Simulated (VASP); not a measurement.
# CuAu (P4/mmm) in VASP: notebook

Runs on CuAu. Level: PBE. Tasks: single point.

All numbers are computed with VASP 6.6.1; they aren't measurements. Logs are shortened: lines on timing, memory, paths and dates and some standing lists are left out, and cuts for length are marked.

## Step 1: The cell of the first run

Symmetry: P4/mmm, No. 123, tetragonal system. Conventional cell: a = 2.758 Å, b = 2.758 Å, c = 3.670 Å, α = 90.00°, β = 90.00°, γ = 90.00°. Cu (site symmetry 4/mmm) has 8 Au at 2.68 Å and 4 Cu at 2.76 Å within 3.5 Å. Au (site symmetry 4/mmm) has 8 Cu at 2.68 Å and 4 Au at 2.76 Å within 3.5 Å.

## Step 2: Single point, PBE (strain -0.015 along x and y, +0.000 along z)

File INCAR:

```
ALGO     = Fast           # electronic algorithm
EDIFF    = 1E-6           # SCF threshold, eV
ENCUT    = 520            # plane-wave cutoff, eV
GGA      = PE             # functional
ISIF     = 2              # what is computed and relaxed
ISMEAR   = 0              # smearing method
LASPH    = T              # aspherical terms in the spheres
LCHARG   = F              # write CHGCAR
LREAL    = F              # projectors in reciprocal space
LWAVE    = F              # write WAVECAR
NBANDS   = 18             # bands
NELM     = 60             # most SCF steps
PREC     = Accurate       # precision mode
SIGMA    = 0.15           # smearing width, eV
```

File KPOINTS:

```
k-points
0
Gamma
  18 18 14
```

File POSCAR:

```
CuAu
1.0
    2.7580000000      0.0000000000      0.0000000000
    0.0000000000      2.7580000000      0.0000000000
    0.0000000000      0.0000000000      3.6700000000
Cu Au
1 1
Direct
    0.5000000000      0.5000000000      0.5000000000
    0.0000000000      0.0000000000      0.0000000000
```

Potentials or basis: VASP PAW PBE potentials, release 64 (Cu, Au).

Launch:

```
> cat potpaw_PBE.64/Cu/POTCAR potpaw_PBE.64/Au/POTCAR > POTCAR
> mpirun -np 1 vasp_std > vasp.out
```

OUTCAR:

```text
EDIFF = 1E-6
   ENCUT = 520
   GGA = PE
   ISIF = 2
   ISMEAR = 0
   LASPH = T
   LREAL = F
   NELM = 60
   PREC = Accurate

 ion  position               nearest neighbor table
   1  0.500  0.500  0.500-   2 2.68   2 2.68   2 2.68   2 2.68   2 2.68   2 2.68   2 2.68   2 2.68

   2  0.000  0.000  0.000-   1 2.68   1 2.68   1 2.68   1 2.68   1 2.68   1 2.68   1 2.68   1 2.68

  LATTYP: Found a simple tetragonal cell.
 ALAT       =     2.7580000000
 C/A-ratio  =     1.3306744017

  Lattice vectors:

 A1 = (   2.7580000000,   0.0000000000,   0.0000000000)
 A2 = (   0.0000000000,   2.7580000000,   0.0000000000)
 A3 = (   0.0000000000,   0.0000000000,   3.6700000000)

Analysis of symmetry for initial positions (statically):
=====================================================================
 Subroutine PRICEL returns:
 Original cell was already a primitive cell.

 Routine SETGRP: Setting up the symmetry group for a
 simple tetragonal supercell.

 Subroutine GETGRP returns: Found 16 space group operations
 (whereof 16 operations were pure point group operations)
 out of a pool of 16 trial point group operations.

The static configuration has the point symmetry D_4h.

Analysis of symmetry for dynamics (positions and initial velocities):
=====================================================================
 Subroutine PRICEL returns:
 Original cell was already a primitive cell.

 Routine SETGRP: Setting up the symmetry group for a
 simple tetragonal supercell.

 Subroutine GETGRP returns: Found 16 space group operations
 (whereof 16 operations were pure point group operations)
 out of a pool of 16 trial point group operations.

The dynamic configuration has the point symmetry D_4h.

 Subroutine INISYM returns: Found 16 space group operations
 (whereof 16 operations are pure point group operations),
 and found     1 'primitive' translations

----------------------------------------------------------------------------------------

                                     Primitive cell

  volume of cell :      27.9161

  direct lattice vectors                    reciprocal lattice vectors
     2.758000000  0.000000000  0.000000000     0.362581581  0.000000000  0.000000000
     0.000000000  2.758000000  0.000000000     0.000000000  0.362581581  0.000000000
     0.000000000  0.000000000  3.670000000     0.000000000  0.000000000  0.272479564

  length of vectors
     2.758000000  2.758000000  3.670000000     0.362581581  0.362581581  0.272479564

  position of ions in fractional coordinates (direct lattice)
     0.500000000  0.500000000  0.500000000
     0.000000000  0.000000000  0.000000000

  ion indices of the primitive-cell ions
   primitive index   ion index
                 1           1
                 2           2

----------------------------------------------------------------------------------------

 KPOINTS: k-points

Automatic generation of k-mesh.
 Grid dimensions read from file:
 generate k-points for:   18   18   14

 Generating k-lattice:

  Cartesian coordinates                     Fractional coordinates (reciprocal lattice)
     0.020143421  0.000000000  0.000000000     0.055555556  0.000000000  0.000000000
     0.000000000  0.020143421  0.000000000     0.000000000  0.055555556  0.000000000
     0.000000000  0.000000000  0.019462826     0.000000000  0.000000000  0.071428571

  Length of vectors
     0.020143421  0.020143421  0.019462826

  Shift w.r.t. Gamma in fractional coordinates (k-lattice)
     0.000000000  0.000000000  0.000000000

 Subroutine IBZKPT returns following result:
 ===========================================

 Found    440 irreducible k-points:

 Following reciprocal coordinates:
            Coordinates               Weight
  0.000000  0.000000  0.000000      1.000000
  0.055556  0.000000  0.000000      4.000000
  0.111111  0.000000  0.000000      4.000000
  0.166667  0.000000  0.000000      4.000000
  0.222222  0.000000  0.000000      4.000000
  0.277778  0.000000  0.000000      4.000000
[... 16 lines left out ...]
  0.277778  0.111111  0.000000      8.000000
  0.333333  0.111111  0.000000      8.000000
 [... further k-points ...]
   k-points           NKPTS =    440   k-points in BZ     NKDIM =    440   number of bands    NBANDS=     18
   number of dos      NEDOS =    301   number of ions     NIONS =      2
   total plane-waves  NPLWV =  16128
   dimension x,y,z NGX =    24 NGY =   24 NGZ =   28
   dimension x,y,z NGXF=    48 NGYF=   48 NGZF=   56
   ions per type =               1   1
   NGX,Y,Z   is equivalent  to a cutoff of  14.47, 14.47, 12.68 a.u.
   NGXF,Y,Z  is equivalent  to a cutoff of  28.93, 28.93, 25.37 a.u.
 SYSTEM =  unknown system
   PREC   = accura    normal or accurate (medium, high low for compatibility)
   ISTART =      0    job   : 0-new  1-cont  2-samecut
   ICHARG =      2    charge: 1-file 2-atom 10-const
   ISPIN  =      1    spin polarized calculation?
   LNONCOLLINEAR =      F non collinear calculations
   LSORBIT =      F    spin-orbit coupling
   LASPH  =      T    aspherical Exc in radial PAW
   ENCUT  =  520.0 eV  38.22 Ry    6.18 a.u.   5.13  5.13  6.82*2*pi/ulx,y,z
   NELM   =     60;   NELMIN=  2; NELMDL= -5     # of ELM steps
   EDIFF  = 0.1E-05   stopping-criterion for ELM
   LREAL  =      F    real-space projection
   EDIFFG = 0.1E-04   stopping-criterion for IOM
   NSW    =      0    number of steps for IOM
   IBRION =     -1    ionic relax: 0-MD 1-quasi-New 2-CG
   NFREE  =      0    steps in history (QN), initial steepest desc. (CG)
   ISIF   =      2    stress and relaxation
   ISYM   =      2    0-nonsym 1-usesym 2-fastsym
   POTIM  = 0.5000    time-step for ionic-motion
   TEBEG  =    0.0;   TEEND  =   0.0 temperature during run
   PSTRESS=    0.0 pullay stress
   NELECT =      22.0000    total number of electrons
   NUPDOWN=      -1.0000    fix difference up-down
   EMIN   =  10.00;   EMAX   =-10.00  energy-range for DOS
   EFERMI =   0.00;   METHOD = LEGACY
   ISMEAR =     0;   SIGMA  =   0.15  broadening in eV -4-tet -1-fermi 0-gaus
   EFERMI_NEDOS =   21; number of points for ismear=-14 and -15
   IALGO  =     68    algorithm
   IMIX   =      4    mixing-type and parameters
     AMIX     =   0.40;   BMIX     =  1.00
     AMIX_MAG =   1.60;   BMIX_MAG =  1.00
  volume/ion in A,a.u.               =      13.96        94.19
  Fermi-wavevector in a.u.,A,eV,Ry     =   1.512159  2.857567 31.111430  2.286626
  Thomas-Fermi vector in A             =   2.622121
   LORBIT       =      0    0 simple, 1 ext, 2 COOP (PROOUT), +10 PAW based schemes
   GGA     = PE    functional components
   LHFCALC =     F    Hartree Fock is set to
   AEXX    =    0.0000 exact exchange contribution
   IVDW    =     0    specifies the selected vdW correction
   LEPSILON=     F    determine dielectric tensor
   LRPA    =     F    only Hartree local field effects (RPA)
 non-spin polarized calculation
 RMM-DIIS sequential band-by-band and
 Gauss-broadening in eV      SIGMA  =   0.15
  energy-cutoff  :      520.00
  volume of cell :       27.92
 maximum number of plane-waves:       770
 NGX is ok and might be reduce to    24
   NGX = 11   NGY = 11   NGZ = 13

 number of electron      22.0000011 magnetization

 Free energy of the ion-electron system (eV)
  ---------------------------------------------------
  ext. energy  EPLUGINS =         0.00000000
  ---------------------------------------------------
  free energy    TOTEN  =        -6.98676267 eV

  energy without entropy =       -6.97985522  energy(sigma->0) =       -6.98330894

 E-fermi :   9.4054     XC(G=0): -12.9128

 val. band max:        9.4023679626   @ k =   0.5000   0.0556   0.0000
 cond. band min:       9.4088541802   @ k =   0.3889   0.2222   0.4286
 fundamental gap:      0.0064862176
 Fermi energy:         9.4054476984

 k-point     1 :       0.0000    0.0000    0.0000
  band No.  band energies     occupation
      1      -0.8070      2.00000
      2       2.3850      2.00000
      3       2.5595      2.00000
      4       5.1600      2.00000
      5       5.1600      2.00000
      6       6.3355      2.00000
[... 10 lines left out ...]
     17      26.8103      0.00000
     18      26.8793      0.00000

 k-point     2 :       0.0556    0.0000    0.0000
  band No.  band energies     occupation
      1      -0.7310      2.00000
      2       2.4269      2.00000
      3       2.6020      2.00000
      4       5.1102      2.00000
      5       5.1781      2.00000
      6       6.3007      2.00000
[... 10 lines left out ...]
     17      26.8539      0.00000
     18      27.4257      0.00000

 k-point     3 :       0.1111    0.0000    0.0000
  band No.  band energies     occupation
      1      -0.5074      2.00000
      2       2.5297      2.00000
      3       2.7483      2.00000
      4       4.9639      2.00000
      5       5.2316      2.00000
      6       6.1987      2.00000
[... 10 lines left out ...]
     17      26.9282      0.00000
     18      29.0531      0.00000

 k-point     4 :       0.1667    0.0000    0.0000
  band No.  band energies     occupation
      1      -0.1507      2.00000
      2       2.6612      2.00000
      3       3.0157      2.00000
      4       4.7355      2.00000
      5       5.3180      2.00000
      6       6.0385      2.00000
[... 375 lines left out ...]
      4       4.4307      2.00000
      5       5.1461      2.00000
      6       5.6140      2.00000
[... 10 lines left out ...]
     17      26.5249      0.00000
     18      29.2487      0.00000

 k-point    23 :       0.2778    0.1111    0.0000
  band No.  band energies     occupation
      1       1.1368      2.00000
      2       3.2199      2.00000
      3       3.8051      2.00000
      4       4.1334      2.00000
      5       5.1721      2.00000
      6       5.4314      2.00000
[... 10 lines left out ...]
     17      25.3789      0.00000
     18      28.5677      0.00000

 k-point    24 :       0.3333    0.1111    0.0000
  band No.  band energies     occupation
      1       1.6865      2.00000
      2       3.4014      2.00000
      3       3.8637      2.00000
      4       4.0603      2.00000
      5       5.1867      2.00000
      6       5.3732      2.00000
[... 10 lines left out ...]
     17      24.0987      0.00000
     18      27.2962      0.00000

 [... further k-points ...]

------------------------ aborting loop because EDIFF is reached ----------------------------------------

  FORCE on cell =-STRESS in cart. coord.  units (eV):
  Direction    XX          YY          ZZ          XY          YZ          ZX
  --------------------------------------------------------------------------------------
  -------------------------------------------------------------------------------------
  Total        2.2965281      2.2965281      1.9728416      0.0000000     -0.0000000      0.0000000
  in kB      131.8037460    131.8037460    113.2265320      0.0000000     -0.0000000      0.0000000
  external PRESSURE =     125.6113413 kB  Pullay stress =       0.0000000 kB

 VOLUME and BASIS-vectors are now :
 -----------------------------------------------------------------------------
  energy-cutoff  :      520.00
  volume of cell :       27.92
      direct lattice vectors                 reciprocal lattice vectors
     2.758000000  0.000000000  0.000000000     0.362581581  0.000000000  0.000000000
     0.000000000  2.758000000  0.000000000     0.000000000  0.362581581  0.000000000
     0.000000000  0.000000000  3.670000000     0.000000000  0.000000000  0.272479564

 POSITION                                       TOTAL-FORCE (eV/Angst)
 -----------------------------------------------------------------------------------
      1.37900      1.37900      1.83500         0.000000      0.000000      0.000000
      0.00000      0.00000      0.00000         0.000000      0.000000      0.000000
 -----------------------------------------------------------------------------------
    total drift:                                0.000000      0.000000     -0.000000

  FREE ENERGIE OF THE ION-ELECTRON SYSTEM (eV)
  ---------------------------------------------------
  free  energy   TOTEN  =        -6.9867626652 eV

  energy  without entropy=       -6.9798552199  energy(sigma->0) =       -6.98330894
```

Wall time 1.8 min (1 thread of Intel Xeon 6975P-C (Granite Rapids), shared host); peak memory 0.34 GiB.

What came out:

```
Free energy            : -6.9868 eV
Pressure               : 12.6 GPa
Band gap on the k mesh : zero (band 11 reaches 15.00 eV, above the bottom of band 12 at 7.33 eV)
```

Levels at points of the mesh, in eV from the Fermi level:
| k point | band 9 | band 10 | band 11 | band 12 | band 13 | band 14 |
| --- | --- | --- | --- | --- | --- | --- |
| (0.00, 0.00, 0.00) | -1.77 | -1.53 | -1.53 | 1.80 | 8.11 | 10.36 |
| (0.50, 0.00, 0.00) | -2.53 | -2.31 | -0.88 | -0.02 | 9.38 | 9.54 |
| (0.50, 0.50, 0.00) | -1.45 | -1.45 | 0.62 | 0.62 | 5.56 | 7.27 |
| (0.00, 0.00, 0.50) | -2.53 | -2.45 | -2.45 | -2.07 | 14.60 | 14.97 |
| (0.50, 0.00, 0.50) | -1.69 | -1.63 | -1.25 | -1.24 | 2.88 | 4.57 |
| (0.50, 0.50, 0.50) | -1.70 | -1.61 | 5.59 | 5.59 | 5.59 | 6.64 |

Caveat: the cell differs from its parent crystal (strain -0.015 along x and y, +0.000 along z); spin-orbit coupling is left out, which moves the levels of the heavy elements.

## Step 3: Single point, PBE (strain +0.000 along x and y, -0.015 along z)

File INCAR:

```
SYSTEM = CuAu
  PREC = Accurate
  ENCUT = 520
  EDIFF = 1E-7
  ISMEAR = 0
  SIGMA = 0.15
  LREAL = .FALSE.
  LASPH = .TRUE.
  NELM = 100
  ALGO = Fast
  ISIF = 2
  LWAVE = .FALSE.
  LCHARG = .TRUE.
  GGA = PE
  LELF = .TRUE.
  LVHAR = .TRUE.
  NBANDS = 18
```

File KPOINTS:

```
regular mesh
0
G
  18 18 14
  0 0 0
```

File POSCAR:

```
CuAu
1.0
    2.8000000000      0.0000000000      0.0000000000
    0.0000000000      2.8000000000      0.0000000000
    0.0000000000      0.0000000000      3.6149500000
Cu Au
1 1
Direct
    0.5000000000      0.5000000000      0.5000000000
    0.0000000000      0.0000000000      0.0000000000
```

Potentials or basis: VASP PAW PBE potentials, release 64 (Cu, Au).

Launch:

```
> cat potpaw_PBE.64/Cu/POTCAR potpaw_PBE.64/Au/POTCAR > POTCAR
> mpirun -np 1 vasp_std > vasp.out
```

Run time: 2 min. Hardware: 1 thread of Intel Xeon 6975P-C (Granite Rapids), shared host; peak memory 0.34 GiB.

It converged, with:

| Property | Result |
| --- | --- |
| Free energy | -7.0206 eV |
| Pressure | 9.4 GPa |
| Band gap on the k mesh | zero (band 11 reaches 14.54 eV, above the bottom of band 12 at 7.08 eV) |

Stress tensor (GPa, compression positive):
```
9.67 0.00 0.00
0.00 9.67 0.00
0.00 0.00 8.92
```

Levels at points of the mesh, in eV from the Fermi level:
```csv
k point,band 9,band 10,band 11,band 12,band 13,band 14
"(0.00, 0.00, 0.00)",-1.76,-1.52,-1.52,2.27,8.54,9.91
"(0.50, 0.00, 0.00)",-2.53,-2.31,-0.96,-0.21,9.69,9.79
"(0.50, 0.50, 0.00)",-1.41,-1.41,0.49,0.49,5.15,6.96
"(0.00, 0.00, 0.50)",-2.45,-2.45,-2.42,-2.09,14.32,14.67
"(0.50, 0.00, 0.50)",-1.64,-1.59,-1.17,-1.17,2.75,4.57
"(0.50, 0.50, 0.50)",-1.74,-1.72,5.38,5.55,5.55,6.25
```

Caveat: the cell differs from its parent crystal (strain +0.000 along x and y, -0.015 along z); spin-orbit coupling is left out, which moves the levels of the heavy elements.

## Step 4: Single point, PBE (strain -0.015 along x and y, +0.015 along z)

File INCAR:

```
SYSTEM = CuAu
  PREC = Accurate
  ENCUT = 520
  EDIFF = 1E-6
  ISMEAR = 0
  SIGMA = 0.15
  LREAL = .False.
  LASPH = .True.
  NELM = 60
  ALGO = Fast
  ISIF = 2
  LWAVE = .False.
  LCHARG = .True.
  GGA = PE
  LELF = .True.
  LVHAR = .True.
  NBANDS = 18
```

File KPOINTS:

```
Automatic mesh
0
Gamma
  18 18 14
  0 0 0
```

File POSCAR:

```
CuAu
1.0
    2.7580000000      0.0000000000      0.0000000000
    0.0000000000      2.7580000000      0.0000000000
    0.0000000000      0.0000000000      3.7250500000
Cu Au
1 1
Direct
    0.5000000000      0.5000000000      0.5000000000
    0.0000000000      0.0000000000      0.0000000000
```

Launch:

```
> cat potpaw_PBE.64/Cu/POTCAR potpaw_PBE.64/Au/POTCAR > POTCAR
> mpirun -np 1 vasp_std > vasp.out
```

Run time: 1.9 min. Hardware: 1 thread of Intel Xeon 6975P-C (Granite Rapids), shared host; peak memory 0.34 GiB.

The run converged. Its results:

```yaml
Free_energy: -7.0123 eV
Pressure: 9.7 GPa
Band_gap_on_the_k_mesh: zero (band 11 reaches 14.74 eV, above the bottom of band 12 at 7.16 eV)
```

Stress tensor (GPa, compression positive):
```
10.51  0.00  0.00
 0.00 10.51  0.00
 0.00  0.00  8.01
```

Levels at points of the mesh, in eV from the Fermi level:
```tsv
k point	band 8	band 9	band 10	band 11	band 12	band 13	band 14	band 15
(0.00, 0.00, 0.00)	-2.28	-1.75	-1.52	-1.52	1.62	7.70	10.49	10.49
(0.50, 0.00, 0.00)	-3.09	-2.47	-2.25	-0.82	0.04	9.14	9.30	11.09
(0.50, 0.50, 0.00)	-1.56	-1.46	-1.46	0.75	0.75	5.60	7.24	9.91
(0.00, 0.00, 0.50)	-2.74	-2.52	-2.38	-2.38	-2.01	14.66	14.95	14.95
(0.50, 0.00, 0.50)	-1.75	-1.69	-1.64	-1.20	-1.18	2.83	4.44	16.08
(0.50, 0.50, 0.50)	-2.25	-1.65	-1.56	5.56	5.56	5.61	6.64	7.01
```

Caveat: the cell differs from its parent crystal (strain -0.015 along x and y, +0.015 along z); spin-orbit coupling is left out, which moves the levels of the heavy elements.

[end of part 1 of 2]
